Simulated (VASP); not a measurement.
Here is a VASP 6.6.1 calculation.

Contents of INCAR:

```
SYSTEM = ScGa5S
PREC = Accurate ; ENCUT = 520
EDIFF = 1E-6 ; ISMEAR = 0
SIGMA = 0.2 ; LREAL = .False.
LASPH = .True. ; NELM = 100
ALGO = Normal ; ISIF = 2
LWAVE = .False. ; LCHARG = .False.
GGA = PE ; NBANDS = 50
```

Contents of KPOINTS:

```
Automatic mesh
0
Gamma
  3 3 4
  0 0 0
```

The input POSCAR:

```
ScGa5S
1.0
    8.2506467457      0.0000000000      0.0000000000
   -4.1253233729      7.1452696795      0.0000000000
    0.0000000000      0.0000000000      4.6296578706
Sc Ga S
1 5 1
Direct
    0.0000000000      0.0000000000      0.0000000000
    0.5000000000      0.0000000000      0.0000000000
    0.0000000000      0.5000000000      0.0000000000
    0.5000000000      0.5000000000      0.0000000000
    0.3333333333      0.6666666667      0.0000000000
    0.6666666667      0.3333333333      0.0000000000
    0.0000000000      0.0000000000      0.5000000000
```

Potentials or basis: VASP PAW PBE potentials, release 64 (Sc_sv, Ga_d, S).

Launch:

```sh
$ cat potpaw_PBE.64/Sc_sv/POTCAR potpaw_PBE.64/Ga_d/POTCAR potpaw_PBE.64/S/POTCAR > POTCAR
$ mpirun -np 1 vasp_std > vasp.out
```

Predict the band gap on the k mesh.

zero (band 41 reaches 1.11 eV, above the bottom of band 42 at 0.26 eV).

Estimate the pressure.

0.2 GPa.

Stress tensor (GPa, compression positive):
```
0.27 0.00 0.00
0.00 0.27 0.00
0.00 0.00 0.09
```
